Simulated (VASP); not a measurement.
# MnO (Fm-3m) in VASP: further runs

The runs below take MnO through single point, relaxation of cell and atoms, with PBE.

Everything below comes from runs of VASP 6.6.1. Logs are shortened: lines on timing, memory, paths and dates and some standing lists are left out, and cuts for length are marked.

## 1. The cell of the first run

Symmetry: Fm-3m, No. 225, cubic system. Conventional cell: a = 4.487 Å, b = 4.487 Å, c = 4.487 Å, α = 90.00°, β = 90.00°, γ = 90.00°. Mn (site symmetry m-3m) has 6 O at 2.24 Å within 3.0 Å. Within 3.0 Å of O (site symmetry m-3m) lie 6 Mn at 2.24 Å.

## 2. Single point, PBE, collinear spin, ferromagnetic start (11.29 Å³/atom)

Contents of INCAR:

```
SYSTEM = MnO
PREC = Accurate ; ENCUT = 520
EDIFF = 1E-6 ; ISMEAR = 0
SIGMA = 0.1 ; LREAL = .FALSE.
LASPH = .TRUE. ; NELM = 150
ALGO = Normal ; ISIF = 2
LWAVE = .FALSE. ; LCHARG = .FALSE.
ISPIN = 2 ; MAGMOM = 4.44 0.25
LORBIT = 11 ; LMAXMIX = 4
GGA = PE ; NBANDS = 20
```

Contents of KPOINTS:

```
Automatic mesh
0
G
  16 16 16
  0 0 0
```

Contents of POSCAR:

```
MnO
1.0
    0.0000000000      2.2433256138      2.2433256138
    2.2433256138      0.0000000000      2.2433256138
    2.2433256138      2.2433256138      0.0000000000
Mn O
1 1
Direct
    0.0000000000      0.0000000000      0.0000000000
    0.5000000000      0.5000000000      0.5000000000
```

Potentials or basis: VASP PAW PBE potentials, release 64 (Mn_pv, O).

Started as:

```
> cat potpaw_PBE.64/Mn_pv/POTCAR potpaw_PBE.64/O/POTCAR > POTCAR
> mpirun -np 1 vasp_std > vasp.out
```

OUTCAR:

```text
SYSTEM = MnO
   PREC = Accurate
   ENCUT = 520
   EDIFF = 1E-6
   ISMEAR = 0
   LREAL = .FALSE.
   LASPH = .TRUE.
   NELM = 150
   ISIF = 2
   ISPIN = 2
   LORBIT = 11
   GGA = PE

 ion  position               nearest neighbor table
   1  0.000  0.000  0.000-   2 2.24   2 2.24   2 2.24   2 2.24   2 2.24   2 2.24
   2  0.500  0.500  0.500-   1 2.24   1 2.24   1 2.24   1 2.24   1 2.24   1 2.24

  LATTYP: Found a face centered cubic cell.
 ALAT       =     4.4866512276

  Lattice vectors:

 A1 = (   0.0000000000,   2.2433256138,   2.2433256138)
 A2 = (   2.2433256138,   0.0000000000,   2.2433256138)
 A3 = (   2.2433256138,   2.2433256138,   0.0000000000)

Analysis of symmetry for initial positions (statically):
=====================================================================
 Subroutine PRICEL returns:
 Original cell was already a primitive cell.

 Routine SETGRP: Setting up the symmetry group for a
 face centered cubic supercell.

 Subroutine GETGRP returns: Found 48 space group operations
 (whereof 48 operations were pure point group operations)
 out of a pool of 48 trial point group operations.

The static configuration has the point symmetry O_h .

Analysis of symmetry for dynamics (positions and initial velocities):
=====================================================================
 Subroutine PRICEL returns:
 Original cell was already a primitive cell.

 Routine SETGRP: Setting up the symmetry group for a
 face centered cubic supercell.

 Subroutine GETGRP returns: Found 48 space group operations
 (whereof 48 operations were pure point group operations)
 out of a pool of 48 trial point group operations.

The dynamic configuration has the point symmetry O_h .

Analysis of structural, dynamic, and magnetic symmetry:
=====================================================================
 Subroutine PRICEL returns:
 Original cell was already a primitive cell.

 Routine SETGRP: Setting up the symmetry group for a
 face centered cubic supercell.

 Subroutine GETGRP returns: Found 48 space group operations
 (whereof 48 operations were pure point group operations)
 out of a pool of 48 trial point group operations.

The overall configuration has the point symmetry O_h .

 Subroutine INISYM returns: Found 48 space group operations
 (whereof 48 operations are pure point group operations),
 and found     1 'primitive' translations

----------------------------------------------------------------------------------------

                                     Primitive cell

  volume of cell :      22.5791

  direct lattice vectors                    reciprocal lattice vectors
     0.000000000  2.243325614  2.243325614    -0.222883382  0.222883382  0.222883382
     2.243325614  0.000000000  2.243325614     0.222883382 -0.222883382  0.222883382
     2.243325614  2.243325614  0.000000000     0.222883382  0.222883382 -0.222883382

  length of vectors
     3.172541508  3.172541508  3.172541508     0.386045342  0.386045342  0.386045342

  position of ions in fractional coordinates (direct lattice)
     0.000000000  0.000000000  0.000000000
     0.500000000  0.500000000  0.500000000

  ion indices of the primitive-cell ions
   primitive index   ion index
                 1           1
                 2           2

----------------------------------------------------------------------------------------

 KPOINTS: Automatic mesh

Automatic generation of k-mesh.
 Grid dimensions read from file:
 generate k-points for:   16   16   16

 Generating k-lattice:

  Cartesian coordinates                     Fractional coordinates (reciprocal lattice)
    -0.013930211  0.013930211  0.013930211     0.062500000  0.000000000  0.000000000
     0.013930211 -0.013930211  0.013930211     0.000000000  0.062500000  0.000000000
     0.013930211  0.013930211 -0.013930211     0.000000000  0.000000000  0.062500000

  Length of vectors
     0.024127834  0.024127834  0.024127834

  Shift w.r.t. Gamma in fractional coordinates (k-lattice)
     0.000000000  0.000000000  0.000000000

 Subroutine IBZKPT returns following result:
 ===========================================

 Found    145 irreducible k-points:

 Following reciprocal coordinates:
            Coordinates               Weight
  0.000000  0.000000  0.000000      1.000000
  0.062500  0.000000  0.000000      8.000000
  0.125000  0.000000  0.000000      8.000000
  0.187500  0.000000  0.000000      8.000000
  0.250000  0.000000  0.000000      8.000000
  0.312500  0.000000  0.000000      8.000000
[... 16 lines left out ...]
 -0.125000  0.062500  0.000000     24.000000
 -0.062500  0.062500  0.000000     12.000000
 [... further k-points ...]
   k-points           NKPTS =    145   k-points in BZ     NKDIM =    145   number of bands    NBANDS=     20
   number of dos      NEDOS =    301   number of ions     NIONS =      2
   total plane-waves  NPLWV =  13824
   dimension x,y,z NGX =    24 NGY =   24 NGZ =   24
   dimension x,y,z NGXF=    48 NGYF=   48 NGZF=   48
   ions per type =               1   1
   NGX,Y,Z   is equivalent  to a cutoff of  12.58, 12.58, 12.58 a.u.
   NGXF,Y,Z  is equivalent  to a cutoff of  25.15, 25.15, 25.15 a.u.
 SYSTEM =  MnO
   PREC   = accura    normal or accurate (medium, high low for compatibility)
   ISTART =      0    job   : 0-new  1-cont  2-samecut
   ICHARG =      2    charge: 1-file 2-atom 10-const
   ISPIN  =      2    spin polarized calculation?
   LNONCOLLINEAR =      F non collinear calculations
   LSORBIT =      F    spin-orbit coupling
   LASPH  =      T    aspherical Exc in radial PAW
   ENCUT  =  520.0 eV  38.22 Ry    6.18 a.u.   5.90  5.90  5.90*2*pi/ulx,y,z
   NELM   =    150;   NELMIN=  2; NELMDL= -5     # of ELM steps
   EDIFF  = 0.1E-05   stopping-criterion for ELM
   LREAL  =      F    real-space projection
   EDIFFG = 0.1E-04   stopping-criterion for IOM
   NSW    =      0    number of steps for IOM
   IBRION =     -1    ionic relax: 0-MD 1-quasi-New 2-CG
   NFREE  =      0    steps in history (QN), initial steepest desc. (CG)
   ISIF   =      2    stress and relaxation
   ISYM   =      2    0-nonsym 1-usesym 2-fastsym
   POTIM  = 0.5000    time-step for ionic-motion
   TEBEG  =    0.0;   TEEND  =   0.0 temperature during run
   PSTRESS=    0.0 pullay stress
   NELECT =      19.0000    total number of electrons
   NUPDOWN=      -1.0000    fix difference up-down
   EMIN   =  10.00;   EMAX   =-10.00  energy-range for DOS
   EFERMI =   0.00;   METHOD = LEGACY
   ISMEAR =     0;   SIGMA  =   0.10  broadening in eV -4-tet -1-fermi 0-gaus
   EFERMI_NEDOS =   21; number of points for ismear=-14 and -15
   IALGO  =     38    algorithm
   IMIX   =      4    mixing-type and parameters
     AMIX     =   0.40;   BMIX     =  1.00
     AMIX_MAG =   1.60;   BMIX_MAG =  1.00
  volume/ion in A,a.u.               =      11.29        76.19
  Fermi-wavevector in a.u.,A,eV,Ry     =   1.545576  2.920715 32.501670  2.388805
  Thomas-Fermi vector in A             =   2.650935
   LORBIT       =     11    0 simple, 1 ext, 2 COOP (PROOUT), +10 PAW based schemes
   GGA     = PE    functional components
   LHFCALC =     F    Hartree Fock is set to
   AEXX    =    0.0000 exact exchange contribution
   IVDW    =     0    specifies the selected vdW correction
   LEPSILON=     F    determine dielectric tensor
   LRPA    =     F    only Hartree local field effects (RPA)
 spin polarized calculation
 Gauss-broadening in eV      SIGMA  =   0.10
  energy-cutoff  :      520.00
  volume of cell :       22.58
 maximum number of plane-waves:       620
   NGX = 11   NGY = 11   NGZ = 11

 number of electron      18.9999989 magnetization       4.8295177

 Free energy of the ion-electron system (eV)
  ---------------------------------------------------
  ext. energy  EPLUGINS =         0.00000000
  ---------------------------------------------------
  free energy    TOTEN  =       -16.39980759 eV

  energy without entropy =      -16.39512880  energy(sigma->0) =      -16.39746820

 E-fermi :   7.1812     XC(G=0): -11.7067

 val. band max:        7.1781529446   @ k =  -0.3125   0.1875   0.0625
 cond. band min:       7.1910695191   @ k =   0.5000   0.0625   0.0000
 fundamental gap:      0.0129165745
 Fermi energy:         7.1812438192

 spin component 1

 k-point     1 :       0.0000    0.0000    0.0000
  band No.  band energies     occupation
      1     -43.1897      1.00000
      2     -43.1897      1.00000
      3     -43.1897      1.00000
      4     -12.8281      1.00000
      5       3.5898      1.00000
      6       3.5898      1.00000
[... 12 lines left out ...]
     19      26.4293      0.00000
     20      26.4293      0.00000

 k-point     2 :       0.0625    0.0000    0.0000
  band No.  band energies     occupation
      1     -43.1918      1.00000
      2     -43.1900      1.00000
      3     -43.1900      1.00000
      4     -12.7961      1.00000
      5       3.1555      1.00000
      6       3.3109      1.00000
[... 12 lines left out ...]
     19      26.1288      0.00000
     20      26.9362      0.00000

 k-point     3 :       0.1250    0.0000    0.0000
  band No.  band energies     occupation
      1     -43.1979      1.00000
      2     -43.1908      1.00000
      3     -43.1908      1.00000
      4     -12.7039      1.00000
      5       2.3928      1.00000
      6       2.8537      1.00000
[... 12 lines left out ...]
     19      25.7909      0.00000
     20      28.1399      0.00000

 k-point     4 :       0.1875    0.0000    0.0000
  band No.  band energies     occupation
      1     -43.2070      1.00000
      2     -43.1920      1.00000
      3     -43.1919      1.00000
      4     -12.5620      1.00000
      5       1.5742      1.00000
      6       2.4096      1.00000
[... 429 lines left out ...]
 k-point    23 :      -0.1250    0.0625    0.0000
  band No.  band energies     occupation
      1     -43.2015      1.00000
      2     -43.1929      1.00000
      3     -43.1907      1.00000
      4     -12.6367      1.00000
      5       1.9496      1.00000
      6       2.5321      1.00000
[... 12 lines left out ...]
     19      26.7822      0.00000
     20      29.1850      0.00000

 k-point    24 :      -0.0625    0.0625    0.0000
  band No.  band energies     occupation
      1     -43.1948      1.00000
      2     -43.1913      1.00000
      3     -43.1900      1.00000
      4     -12.7444      1.00000
      5       2.6445      1.00000
      6       2.9525      1.00000
[... 12 lines left out ...]
     19      26.6042      0.00000
     20      27.8636      0.00000

 [... further k-points ...]

 spin component 2

 k-point     1 :       0.0000    0.0000    0.0000
  band No.  band energies     occupation
      1     -38.4757      1.00000
      2     -38.4757      1.00000
      3     -38.4757      1.00000
      4     -12.3866      1.00000
      5       3.9766      1.00000
      6       3.9766      1.00000
[... 12 lines left out ...]
     19      28.7935      0.00000
     20      28.7935      0.00000

 k-point     2 :       0.0625    0.0000    0.0000
  band No.  band energies     occupation
      1     -38.4784      1.00000
      2     -38.4760      1.00000
      3     -38.4760      1.00000
      4     -12.3556      1.00000
      5       3.7198      1.00000
      6       3.9009      1.00000
[... 12 lines left out ...]
     19      28.2802      0.00000
     20      29.1564      0.00000

 k-point     3 :       0.1250    0.0000    0.0000
  band No.  band energies     occupation
      1     -38.4863      1.00000
      2     -38.4770      1.00000
      3     -38.4770      1.00000
      4     -12.2663      1.00000
      5       3.1089      1.00000
      6       3.7006      1.00000
[... 12 lines left out ...]
     19      27.6582      0.00000
     20      30.0841      0.00000

 k-point     4 :       0.1875    0.0000    0.0000
  band No.  band energies     occupation
      1     -38.4980      1.00000
      2     -38.4784      1.00000
      3     -38.4784      1.00000
      4     -12.1290      1.00000
      5       2.3732      1.00000
      6       3.4336      1.00000
[... 429 lines left out ...]
 k-point    23 :      -0.1250    0.0625    0.0000
  band No.  band energies     occupation
      1     -38.4909      1.00000
      2     -38.4796      1.00000
      3     -38.4768      1.00000
      4     -12.2012      1.00000
      5       2.7387      1.00000
      6       3.5268      1.00000
[... 12 lines left out ...]
     19      28.5250      0.00000
     20      31.0709      0.00000

 k-point    24 :      -0.0625    0.0625    0.0000
  band No.  band energies     occupation
      1     -38.4823      1.00000
      2     -38.4777      1.00000
      3     -38.4761      1.00000
      4     -12.3055      1.00000
      5       3.3459      1.00000
      6       3.7588      1.00000
[... 12 lines left out ...]
     19      28.5601      0.00000
     20      29.9969      0.00000

 [... further k-points ...]

------------------------ aborting loop because EDIFF is reached ----------------------------------------

  FORCE on cell =-STRESS in cart. coord.  units (eV):
  Direction    XX          YY          ZZ          XY          YZ          ZX
  --------------------------------------------------------------------------------------
  -------------------------------------------------------------------------------------
  Total       -0.4207160     -0.4207160     -0.4207160      0.0000000     -0.0000000      0.0000000
  in kB      -29.8533258    -29.8533258    -29.8533258      0.0000000     -0.0000000      0.0000000
  external PRESSURE =     -29.8533258 kB  Pullay stress =       0.0000000 kB

 VOLUME and BASIS-vectors are now :
 -----------------------------------------------------------------------------
  energy-cutoff  :      520.00
  volume of cell :       22.58
      direct lattice vectors                 reciprocal lattice vectors
     0.000000000  2.243325614  2.243325614    -0.222883382  0.222883382  0.222883382
     2.243325614  0.000000000  2.243325614     0.222883382 -0.222883382  0.222883382
     2.243325614  2.243325614  0.000000000     0.222883382  0.222883382 -0.222883382

 POSITION                                       TOTAL-FORCE (eV/Angst)
 -----------------------------------------------------------------------------------
      0.00000      0.00000      0.00000        -0.000000     -0.000000      0.000000
      2.24333      2.24333      2.24333         0.000000      0.000000     -0.000000
 -----------------------------------------------------------------------------------
    total drift:                                0.000000     -0.000000     -0.000000

  FREE ENERGIE OF THE ION-ELECTRON SYSTEM (eV)
  ---------------------------------------------------
  free  energy   TOTEN  =       -16.3998075932 eV

  energy  without entropy=      -16.3951288043  energy(sigma->0) =      -16.39746820

 total charge

# of ion       s       p       d       tot
------------------------------------------
    1        0.199   6.167   4.960  11.326
    2        1.561   3.405   0.000   4.965
--------------------------------------------------
tot          1.760   9.572   4.960  16.291

 magnetization (x)

# of ion       s       p       d       tot
------------------------------------------
    1        0.035   0.025   4.317   4.377
    2        0.030   0.175   0.000   0.204
--------------------------------------------------
tot          0.064   0.200   4.317   4.582
```

Run time: 2.6 min. Hardware: 1 thread of Intel Xeon 8259CL, shared host; peak memory 0.22 GiB.

What came out:

| Item | Value |
| --- | --- |
| Free energy | -16.3998 eV |
| Pressure | -3.0 GPa |
| Net moment | 4.83 μB per cell |
| Site moments | Mn +4.38; O +0.20 μB |
| Valence electrons inside the program's atomic spheres | Mn 11.33; O 4.96 |

Caveat: a cell with one magnetic atom can't hold antiferromagnetic order, which such compounds often take; semilocal functionals often make such compounds metallic where correlation or magnetic order opens a gap, which also shifts bond lengths. With open d or f shells a metallic result of PBE can be an artefact of self-interaction; +U or a hybrid may open a gap.

## 3. Single point, PBE, collinear spin, ferromagnetic start (11.62 Å³/atom)

This run uses another cell than the first one, of 11.62 Å³/atom.

Contents of INCAR:

```
PREC     = Accurate       # precision mode
ENCUT    = 520            # plane-wave cutoff, eV
EDIFF    = 1E-6           # SCF threshold, eV
ISMEAR   = 0              # smearing method
SIGMA    = 0.1            # smearing width, eV
LREAL    = False          # projectors in reciprocal space
LASPH    = True           # aspherical terms in the spheres
NELM     = 150            # most SCF steps
ALGO     = Normal         # electronic algorithm
ISIF     = 2              # what is computed and relaxed
LWAVE    = False          # write WAVECAR
LCHARG   = True           # write CHGCAR
ISPIN    = 2              # spin polarisation
MAGMOM   = 4.44 0.25      # initial moments
LORBIT   = 11             # projections on sites
LMAXMIX  = 4              # l up to which the mixer works
GGA      = PE             # functional
LELF     = True           # ELF
LVHAR    = True         
NBANDS   = 20             # bands
```

Contents of KPOINTS:

```
regular mesh
0
Gamma
  16 16 16
```

Contents of POSCAR:

```
MnO
1.0
    0.0000000000      2.2648973758      2.2648973758
    2.2648973758      0.0000000000      2.2648973758
    2.2648973758      2.2648973758      0.0000000000
Mn O
1 1
Direct
    0.0000000000      0.0000000000      0.0000000000
    0.5000000000      0.5000000000      0.5000000000
```

Potentials or basis: VASP PAW PBE potentials, release 64 (Mn_pv, O).

Started as:

```
> cat potpaw_PBE.64/Mn_pv/POTCAR potpaw_PBE.64/O/POTCAR > POTCAR
> mpirun -np 1 vasp_std > vasp.out
```

Wall time 2 min (1 thread of Intel Xeon 8259CL, shared host); peak memory 0.22 GiB.

Results (log left out):

- Free energy: -16.3825 eV
- Pressure: -5.8 GPa
- Net moment: 4.89 μB per cell
- Site moments: Mn +4.42; O +0.21 μB
- Valence electrons inside the program's atomic spheres: Mn 11.30; O 4.96

Levels at points of the mesh, in eV from the Fermi level:
Spin up:
```csv
k point,band 8,band 9,band 10,band 11,band 12,band 13,band 14,band 15,band 16,band 17
"(0.00, 0.00, 0.00)",-3.12,-3.12,-3.12,-2.64,-2.64,-0.69,13.86,15.94,15.94,15.94
"(0.50, 0.00, 0.00)",-2.32,-2.32,-1.89,0.11,0.11,3.42,7.33,11.56,11.56,17.79
"(0.50, 0.50, 0.00)",-4.01,-2.26,-2.08,-2.08,-1.99,4.69,7.59,10.16,13.12,13.12
```
Spin down:
```
           k point  band 4  band 5  band 6  band 7  band 8  band 9  band 10  band 11
(0.00, 0.00, 0.00)  -19.29   -3.03   -3.03   -3.03    0.67    0.94     0.94     0.94
(0.50, 0.00, 0.00)  -18.45   -6.83   -4.40   -4.40    2.01    2.06     2.06     3.58
(0.50, 0.50, 0.00)  -18.46   -5.94   -3.96   -3.96   -0.50    2.04     2.15     2.46
```

Caveat: the cell stands under tension; a cell with one magnetic atom can't hold antiferromagnetic order, which such compounds often take; semilocal functionals often make such compounds metallic where correlation or magnetic order opens a gap, which also shifts bond lengths. With open d or f shells a metallic result of PBE can be an artefact of self-interaction; +U or a hybrid may open a gap.

[end of part 1 of 2]
